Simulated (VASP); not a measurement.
# AlGaN2 (P-4m2) in VASP: a series of runs

The runs below take AlGaN2 through single point, with r2SCAN.

Program: VASP 6.6.1. These are calculated values, not measurements. Logs are shortened: lines on timing, memory, paths and dates and some standing lists are left out, and cuts for length are marked.

## 1. The cell of the first run

Symmetry: P-4m2, No. 115, tetragonal system. Conventional cell: a = 3.092 Å, b = 3.092 Å, c = 4.355 Å, α = 90.00°, β = 90.00°, γ = 90.00°. Al (site symmetry -4m2) has 4 N at 1.86 Å within 2.5 Å. Ga (site symmetry -4m2) has 4 N at 1.92 Å within 2.5 Å. N (site symmetry 2mm) has 2 Al at 1.86 Å and 2 Ga at 1.92 Å within 2.5 Å.

## 2. Single point, r2SCAN

POSCAR

```
AlGaN2
1.0
    3.0923030491      0.0000000000      0.0000000000
    0.0000000000      3.0923030491      0.0000000000
    0.0000000000      0.0000000000      4.3550788925
Al Ga N
1 1 2
Direct
    0.5000000000      0.5000000000      0.5000000000
    0.0000000000      0.0000000000      0.0000000000
    0.5000000000      0.0000000000      0.7390100959
    0.0000000000      0.5000000000      0.2609899041
```

INCAR.step1

```
ALGO = Normal
EDIFF = 1E-4
ENCUT = 520
GGA = PE
ISMEAR = 0
LASPH = T
LCHARG = F
LREAL = F
LWAVE = T
NBANDS = 21
NELM = 100
PREC = Accurate
SIGMA = 0.02
```

INCAR.step2

```
ALGO = Normal
EDIFF = 1E-7
ENCUT = 520
ISIF = 2
ISMEAR = 0
ISTART = 1
LASPH = T
LCHARG = F
LMIXTAU = T
LREAL = F
LWAVE = F
METAGGA = R2SCAN
NBANDS = 21
NELM = 100
PREC = Accurate
SIGMA = 0.02
```

KPOINTS

```
k-points
0
Gamma
  8 8 6
```

Potentials or basis: VASP PAW PBE potentials, release 64 (Al, Ga_d, N).

The run is started by

```
$ cat potpaw_PBE.64/Al/POTCAR potpaw_PBE.64/Ga_d/POTCAR potpaw_PBE.64/N/POTCAR > POTCAR
$ cp INCAR.step1 INCAR
$ mpirun -np 1 vasp_std > vasp.out
$ cp INCAR.step2 INCAR
$ mpirun -np 1 vasp_std > vasp.out
```

OUTCAR:

```text
EDIFF = 1E-7
   ENCUT = 520
   ISIF = 2
   ISMEAR = 0
   ISTART = 1
   LASPH = T
   LREAL = F
   METAGGA = R2SCAN
   NELM = 100
   PREC = Accurate

 ion  position               nearest neighbor table
   1  0.500  0.500  0.500-   3 1.86   4 1.86   3 1.86   4 1.86   2 3.09   2 3.09   2 3.09   2 3.09
                             2 3.09   2 3.09   2 3.09   2 3.09
   2  0.000  0.000  0.000-   3 1.92   4 1.92   4 1.92   3 1.92   1 3.09   1 3.09   1 3.09   1 3.09
                             1 3.09   1 3.09   1 3.09   1 3.09
   3  0.500  0.000  0.739-   1 1.86   1 1.86   2 1.92   2 1.92
   4  0.000  0.500  0.261-   1 1.86   1 1.86   2 1.92   2 1.92

  LATTYP: Found a simple tetragonal cell.
 ALAT       =     3.0923030491
 C/A-ratio  =     1.4083609605

  Lattice vectors:

 A1 = (   3.0923030491,   0.0000000000,   0.0000000000)
 A2 = (   0.0000000000,   3.0923030491,   0.0000000000)
 A3 = (   0.0000000000,   0.0000000000,   4.3550788925)

Analysis of symmetry for initial positions (statically):
=====================================================================
 Subroutine PRICEL returns:
 Original cell was already a primitive cell.

 Routine SETGRP: Setting up the symmetry group for a
 simple tetragonal supercell.

 Subroutine GETGRP returns: Found  8 space group operations
 (whereof  8 operations were pure point group operations)
 out of a pool of 16 trial point group operations.

The static configuration has the point symmetry D_2d.

Analysis of symmetry for dynamics (positions and initial velocities):
=====================================================================
 Subroutine PRICEL returns:
 Original cell was already a primitive cell.

 Routine SETGRP: Setting up the symmetry group for a
 simple tetragonal supercell.

 Subroutine GETGRP returns: Found  8 space group operations
 (whereof  8 operations were pure point group operations)
 out of a pool of 16 trial point group operations.

The dynamic configuration has the point symmetry D_2d.

 Subroutine INISYM returns: Found  8 space group operations
 (whereof  8 operations are pure point group operations),
 and found     1 'primitive' translations

----------------------------------------------------------------------------------------

[... 87 lines left out ...]
   PREC   = accura    normal or accurate (medium, high low for compatibility)
   ISTART =      1    job   : 0-new  1-cont  2-samecut
   ICHARG =      0    charge: 1-file 2-atom 10-const
   ISPIN  =      1    spin polarized calculation?
   LNONCOLLINEAR =      F non collinear calculations
   LSORBIT =      F    spin-orbit coupling
   LASPH  =      T    aspherical Exc in radial PAW
   ENCUT  =  520.0 eV  38.22 Ry    6.18 a.u.   5.75  5.75  8.10*2*pi/ulx,y,z
   NELM   =    100;   NELMIN=  2; NELMDL=  0     # of ELM steps
   EDIFF  = 0.1E-06   stopping-criterion for ELM
   LREAL  =      F    real-space projection
   EDIFFG = 0.1E-05   stopping-criterion for IOM
   NSW    =      0    number of steps for IOM
   IBRION =     -1    ionic relax: 0-MD 1-quasi-New 2-CG
   NFREE  =      0    steps in history (QN), initial steepest desc. (CG)
   ISIF   =      2    stress and relaxation
   ISYM   =      2    0-nonsym 1-usesym 2-fastsym
   POTIM  = 0.5000    time-step for ionic-motion
   TEBEG  =    0.0;   TEEND  =   0.0 temperature during run
   PSTRESS=    0.0 pullay stress
   NELECT =      26.0000    total number of electrons
   NUPDOWN=      -1.0000    fix difference up-down
   EMIN   =  10.00;   EMAX   =-10.00  energy-range for DOS
   EFERMI =   0.00;   METHOD = LEGACY
   ISMEAR =     0;   SIGMA  =   0.02  broadening in eV -4-tet -1-fermi 0-gaus
   EFERMI_NEDOS =   21; number of points for ismear=-14 and -15
   IALGO  =     38    algorithm
   IMIX   =      4    mixing-type and parameters
     AMIX     =   0.40;   BMIX     =  1.00
     AMIX_MAG =   1.60;   BMIX_MAG =  1.00
  volume/ion in A,a.u.               =      10.41        70.26
  Fermi-wavevector in a.u.,A,eV,Ry     =   1.399198  2.644101 26.636882  1.957756
  Thomas-Fermi vector in A             =   2.522281
   LORBIT       =      0    0 simple, 1 ext, 2 COOP (PROOUT), +10 PAW based schemes
   METAGGA = R2SCAN    functional components
   LHFCALC =     F    Hartree Fock is set to
   AEXX    =    0.0000 exact exchange contribution
   IVDW    =     0    specifies the selected vdW correction
   LEPSILON=     F    determine dielectric tensor
   LRPA    =     F    only Hartree local field effects (RPA)
 non-spin polarized calculation
 Gauss-broadening in eV      SIGMA  =   0.02
  energy-cutoff  :      520.00
  volume of cell :       41.64
 maximum number of plane-waves:      1144
 NGX is ok and might be reduce to    24
   NGX = 11   NGY = 11   NGZ = 17

 number of electron      26.0000009 magnetization

 Free energy of the ion-electron system (eV)
  ---------------------------------------------------
  ext. energy  EPLUGINS =         0.00000000
  ---------------------------------------------------
  free energy    TOTEN  =       -41.00964104 eV

  energy without entropy =      -41.00964104  energy(sigma->0) =      -41.00964104

 E-fermi :   6.0064     XC(G=0): -12.3157

 val. band max:        5.8683414693   @ k =   0.0000   0.0000   0.0000
 cond. band min:       9.5957800502   @ k =   0.0000   0.0000   0.0000
 fundamental gap:      3.7274385808
 Fermi energy:         6.0063680504

 k-point     1 :       0.0000    0.0000    0.0000
  band No.  band energies     occupation
      1     -10.7700      2.00000
      2      -8.9879      2.00000
      3      -7.4462      2.00000
      4      -7.4462      2.00000
      5      -7.3706      2.00000
      6      -7.1836      2.00000
[... 565 lines left out ...]
     20      19.2682      0.00000
     21      19.3211      0.00000

 [... further k-points ...]
[... 5 lines left out ...]
  --------------------------------------------------------------------------------------
  -------------------------------------------------------------------------------------
  Total        2.7424963      2.7424963      2.7535902      0.0000000      0.0000000      0.0000000
  in kB      105.5106997    105.5106997    105.9375100      0.0000000      0.0000000      0.0000000
  external PRESSURE =     105.6529698 kB  Pullay stress =       0.0000000 kB

 VOLUME and BASIS-vectors are now :
 -----------------------------------------------------------------------------
  energy-cutoff  :      520.00
  volume of cell :       41.64
      direct lattice vectors                 reciprocal lattice vectors
     3.092303049  0.000000000  0.000000000     0.323383570  0.000000000  0.000000000
     0.000000000  3.092303049  0.000000000     0.000000000  0.323383570  0.000000000
     0.000000000  0.000000000  4.355078892     0.000000000  0.000000000  0.229616966

 POSITION                                       TOTAL-FORCE (eV/Angst)
 -----------------------------------------------------------------------------------
      1.54615      1.54615      2.17754        -0.000000     -0.000000      0.000000
      0.00000      0.00000      0.00000        -0.000000      0.000000      0.000000
      1.54615      0.00000      3.21845         0.000000      0.000000     -0.099339
      0.00000      1.54615      1.13663        -0.000000      0.000000      0.099339
 -----------------------------------------------------------------------------------
    total drift:                                0.000000      0.000000     -0.000000

  FREE ENERGIE OF THE ION-ELECTRON SYSTEM (eV)
  ---------------------------------------------------
  free  energy   TOTEN  =       -41.0096410369 eV

  energy  without entropy=      -41.0096410369  energy(sigma->0) =      -41.00964104
```

Run time: 72 s. Hardware: 1 thread of Intel Xeon 6975P-C (Granite Rapids), shared host; peak memory 0.19 GiB.

What came out:

| Quantity | Value |
| --- | --- |
| Free energy | -41.0096 eV |
| Pressure | 10.6 GPa |
| Largest force | 0.099 eV/Å |
| Band gap on the k mesh | 3.73 eV |

Forces in eV/Å, atoms in the order of the input:
```
Al   0.000  0.000  0.000
Ga   0.000  0.000  0.000
N    0.000  0.000 -0.099
N    0.000  0.000  0.099
```

Caveat: the cell stands under pressure; the PAW data sets were made with another functional, which shifts forces and pressure a little.

## 3. Single point, r2SCAN

POSCAR is that of step 2.

INCAR.step1

```
SYSTEM = AlGaN2
  PREC = Accurate
  ENCUT = 520
  ISMEAR = 0
  SIGMA = 0.02
  LREAL = .FALSE.
  LASPH = .TRUE.
  NELM = 100
  NBANDS = 21
  GGA = PE
  ALGO = Normal
  EDIFF = 1E-4
  LWAVE = .TRUE.
  LCHARG = .FALSE.
```

INCAR.step2

```
SYSTEM = AlGaN2
  PREC = Accurate
  ENCUT = 520
  EDIFF = 1E-6
  ISMEAR = 0
  SIGMA = 0.02
  LREAL = .FALSE.
  LASPH = .TRUE.
  NELM = 100
  ALGO = Normal
  ISIF = 2
  LWAVE = .FALSE.
  LCHARG = .FALSE.
  METAGGA = R2SCAN
  LMIXTAU = .TRUE.
  NBANDS = 21
  ISTART = 1
```

KPOINTS

```
regular mesh
0
G
  8 8 6
  0 0 0
```

Potentials or basis: VASP PAW PBE potentials, release 64 (Al, Ga_d, N).

The run is started by

```
$ cat potpaw_PBE.64/Al/POTCAR potpaw_PBE.64/Ga_d/POTCAR potpaw_PBE.64/N/POTCAR > POTCAR
$ cp INCAR.step1 INCAR
$ mpirun -np 1 vasp_std > vasp.out
$ cp INCAR.step2 INCAR
$ mpirun -np 1 vasp_std > vasp.out
```

OUTCAR:

```text
SYSTEM = AlGaN2
   PREC = Accurate
   ENCUT = 520
   EDIFF = 1E-6
   ISMEAR = 0
   LREAL = .FALSE.
   LASPH = .TRUE.
   NELM = 100
   ISIF = 2
   METAGGA = R2SCAN
   ISTART = 1

 ion  position               nearest neighbor table
   1  0.500  0.500  0.500-   3 1.86   4 1.86   3 1.86   4 1.86   2 3.09   2 3.09   2 3.09   2 3.09
                             2 3.09   2 3.09   2 3.09   2 3.09
   2  0.000  0.000  0.000-   3 1.92   4 1.92   4 1.92   3 1.92   1 3.09   1 3.09   1 3.09   1 3.09
                             1 3.09   1 3.09   1 3.09   1 3.09
   3  0.500  0.000  0.739-   1 1.86   1 1.86   2 1.92   2 1.92
   4  0.000  0.500  0.261-   1 1.86   1 1.86   2 1.92   2 1.92

  LATTYP: Found a simple tetragonal cell.
 ALAT       =     3.0923030491
 C/A-ratio  =     1.4083609605

  Lattice vectors:

 A1 = (   3.0923030491,   0.0000000000,   0.0000000000)
 A2 = (   0.0000000000,   3.0923030491,   0.0000000000)
 A3 = (   0.0000000000,   0.0000000000,   4.3550788925)

Analysis of symmetry for initial positions (statically):
=====================================================================
 Subroutine PRICEL returns:
 Original cell was already a primitive cell.

 Routine SETGRP: Setting up the symmetry group for a
 simple tetragonal supercell.

 Subroutine GETGRP returns: Found  8 space group operations
 (whereof  8 operations were pure point group operations)
 out of a pool of 16 trial point group operations.

The static configuration has the point symmetry D_2d.

Analysis of symmetry for dynamics (positions and initial velocities):
=====================================================================
 Subroutine PRICEL returns:
 Original cell was already a primitive cell.

 Routine SETGRP: Setting up the symmetry group for a
 simple tetragonal supercell.

 Subroutine GETGRP returns: Found  8 space group operations
 (whereof  8 operations were pure point group operations)
[... 118 lines left out ...]
   NUPDOWN=      -1.0000    fix difference up-down
   EMIN   =  10.00;   EMAX   =-10.00  energy-range for DOS
   EFERMI =   0.00;   METHOD = LEGACY
   ISMEAR =     0;   SIGMA  =   0.02  broadening in eV -4-tet -1-fermi 0-gaus
   EFERMI_NEDOS =   21; number of points for ismear=-14 and -15
   IALGO  =     38    algorithm
   IMIX   =      4    mixing-type and parameters
     AMIX     =   0.40;   BMIX     =  1.00
     AMIX_MAG =   1.60;   BMIX_MAG =  1.00
  volume/ion in A,a.u.               =      10.41        70.26
  Fermi-wavevector in a.u.,A,eV,Ry     =   1.399198  2.644101 26.636882  1.957756
  Thomas-Fermi vector in A             =   2.522281
   LORBIT       =      0    0 simple, 1 ext, 2 COOP (PROOUT), +10 PAW based schemes
   METAGGA = R2SCAN    functional components
   LHFCALC =     F    Hartree Fock is set to
   AEXX    =    0.0000 exact exchange contribution
   IVDW    =     0    specifies the selected vdW correction
   LEPSILON=     F    determine dielectric tensor
   LRPA    =     F    only Hartree local field effects (RPA)
 non-spin polarized calculation
 Gauss-broadening in eV      SIGMA  =   0.02
  energy-cutoff  :      520.00
  volume of cell :       41.64
 maximum number of plane-waves:      1144
 NGX is ok and might be reduce to    24
   NGX = 11   NGY = 11   NGZ = 17

 number of electron      26.0000009 magnetization

 Free energy of the ion-electron system (eV)
  ---------------------------------------------------
  ext. energy  EPLUGINS =         0.00000000
  ---------------------------------------------------
  free energy    TOTEN  =       -41.00964106 eV

  energy without entropy =      -41.00964106  energy(sigma->0) =      -41.00964106

 E-fermi :   6.0066     XC(G=0): -12.3157

 val. band max:        5.8685569086   @ k =   0.0000   0.0000   0.0000
 cond. band min:       9.5960740929   @ k =   0.0000   0.0000   0.0000
 fundamental gap:      3.7275171843
 Fermi energy:         6.0065517438

 k-point     1 :       0.0000    0.0000    0.0000
  band No.  band energies     occupation
      1     -10.7699      2.00000
      2      -8.9878      2.00000
      3      -7.4463      2.00000
      4      -7.4463      2.00000
      5      -7.3706      2.00000
      6      -7.1837      2.00000
[... 565 lines left out ...]
     20      19.2683      0.00000
     21      19.3212      0.00000

 [... further k-points ...]
[... 5 lines left out ...]
  --------------------------------------------------------------------------------------
  -------------------------------------------------------------------------------------
  Total        2.7396518      2.7396518      2.7505158      0.0000000      0.0000000      0.0000000
  in kB      105.4012659    105.4012659    105.8192297      0.0000000      0.0000000      0.0000000
  external PRESSURE =     105.5405872 kB  Pullay stress =       0.0000000 kB

 VOLUME and BASIS-vectors are now :
 -----------------------------------------------------------------------------
  energy-cutoff  :      520.00
  volume of cell :       41.64
      direct lattice vectors                 reciprocal lattice vectors
     3.092303049  0.000000000  0.000000000     0.323383570  0.000000000  0.000000000
     0.000000000  3.092303049  0.000000000     0.000000000  0.323383570  0.000000000
     0.000000000  0.000000000  4.355078892     0.000000000  0.000000000  0.229616966

 POSITION                                       TOTAL-FORCE (eV/Angst)
 -----------------------------------------------------------------------------------
      1.54615      1.54615      2.17754         0.000000      0.000000      0.000000
      0.00000      0.00000      0.00000         0.000000     -0.000000      0.000000
      1.54615      0.00000      3.21845         0.000000     -0.000000     -0.099063
      0.00000      1.54615      1.13663         0.000000     -0.000000      0.099063
 -----------------------------------------------------------------------------------
    total drift:                                0.000000      0.000000     -0.000000

  FREE ENERGIE OF THE ION-ELECTRON SYSTEM (eV)
  ---------------------------------------------------
  free  energy   TOTEN  =       -41.0096410635 eV

  energy  without entropy=      -41.0096410635  energy(sigma->0) =      -41.00964106
```

OUTCAR.step1:

```text
SYSTEM = AlGaN2
   PREC = Accurate
   ENCUT = 520
   ISMEAR = 0
   LREAL = .FALSE.
   LASPH = .TRUE.
[... 808 lines left out ...]
      0.00000      0.00000      0.00000        -0.000000     -0.000000      0.000000
      1.54615      0.00000      3.21845         0.000000     -0.000000     -0.112945
      0.00000      1.54615      1.13663        -0.000000     -0.000000      0.112945
 -----------------------------------------------------------------------------------
    total drift:                                0.000000      0.000000     -0.000000

  FREE ENERGIE OF THE ION-ELECTRON SYSTEM (eV)
  ---------------------------------------------------
  free  energy   TOTEN  =       -26.8479350972 eV

  energy  without entropy=      -26.8479350972  energy(sigma->0) =      -26.84793510
```

OSZICAR.step1:

```text
N       E                     dE             d eps       ncg     rms          rms(c)
DAV:   1     0.174303089406E+03    0.17430E+03   -0.13055E+04  2869   0.187E+03
DAV:   2    -0.110901916825E+02   -0.18539E+03   -0.17309E+03  2723   0.413E+02
DAV:   3    -0.310220409300E+02   -0.19932E+02   -0.19715E+02  2994   0.109E+02
DAV:   4    -0.315395837068E+02   -0.51754E+00   -0.51681E+00  2986   0.188E+01
DAV:   5    -0.315502405641E+02   -0.10657E-01   -0.10656E-01  3046   0.256E+00    0.119E+01
DAV:   6    -0.268018387270E+02    0.47484E+01   -0.13924E+01  3950   0.533E+01    0.383E+00
DAV:   7    -0.268655300621E+02   -0.63691E-01   -0.12730E+00  2570   0.905E+00    0.283E+00
DAV:   8    -0.268661562050E+02   -0.62614E-03   -0.17818E-01  3581   0.524E+00    0.109E+00
DAV:   9    -0.268478103539E+02    0.18346E-01   -0.50878E-02  3655   0.362E+00    0.350E-01
DAV:  10    -0.268477596097E+02    0.50744E-04   -0.63849E-03  2901   0.587E-01    0.848E-02
DAV:  11    -0.268479237792E+02   -0.16417E-03   -0.33667E-04  2991   0.194E-01    0.285E-02
DAV:  12    -0.268479350972E+02   -0.11318E-04   -0.34629E-05  1515   0.996E-02
   1 F= -.26847935E+02 E0= -.26847935E+02  d E =-.369014E-32
```

Run time: 67 s. Hardware: 1 thread of Intel Xeon 6975P-C (Granite Rapids), shared host; peak memory 0.19 GiB.

Results:

```
Free energy            : -41.0096 eV
Pressure               : 10.6 GPa
Largest force          : 0.099 eV/Å
Band gap on the k mesh : 3.73 eV
```

Forces in eV/Å, atoms in the order of the input:
```
Al   0.000  0.000  0.000
Ga   0.000  0.000  0.000
N    0.000  0.000 -0.099
N    0.000  0.000  0.099
```

Caveat: the cell stands under pressure; the PAW data sets were made with another functional, which shifts forces and pressure a little.

(Part 1 of 2 ends here.)
